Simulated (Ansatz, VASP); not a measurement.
# HPt4: VASP beside Ansatz

```
Pt H
1.0
     2.80716    0.00000    0.00000
     0.00000    3.96993    0.00000
     0.00000    0.00000   21.15539
Pt H
4 1
Direct
  0.50000 0.50000 0.18908
  0.00000 0.00000 0.25542
  0.50000 0.50000 0.32689
  0.00000 0.00000 0.38550
  0.50000 0.50000 0.47200
```

Alike in both runs: task single point; functional PBE; k mesh 9 × 7 × 1; occupations gaussian, width 0.1 eV; collinear spin.

|  | VASP | Ansatz |
| --- | --- | --- |
| version | VASP 6.6.1 | Ansatz 0.2.0 |
| potentials or method | VASP PAW PBE potentials, release 64 (Pt, H), cutoff 520 eV | scalar-relativistic, plane waves, PAW |
| valence electrons in the cell | 41 | 73 |

```csv
,VASP,Ansatz,Ansatz less VASP
gap on the k mesh at the Fermi level (eV),none,none,-
rms of the force components (eV/Å),0.433,0.437,+0.0038
net moment per atom (μB),0.07,0.07,0.000
size of the moment on the site where the two differ most (μB),0.23,0.49,+0.262
```

Site moments also hang on the region over which each program counts them. Atom by atom the forces differ by 0.010 eV/Å (rms over components). A gap of «none» marks a metal or a gap that the smearing closes. The functional is the same, so the differences come from potentials, cutoffs and numerics. VASP's potentials hold 41 valence electrons a cell and Ansatz's 73, so a difference there can come from the potentials and not from the codes.

Neither program's run includes spin-orbit coupling.
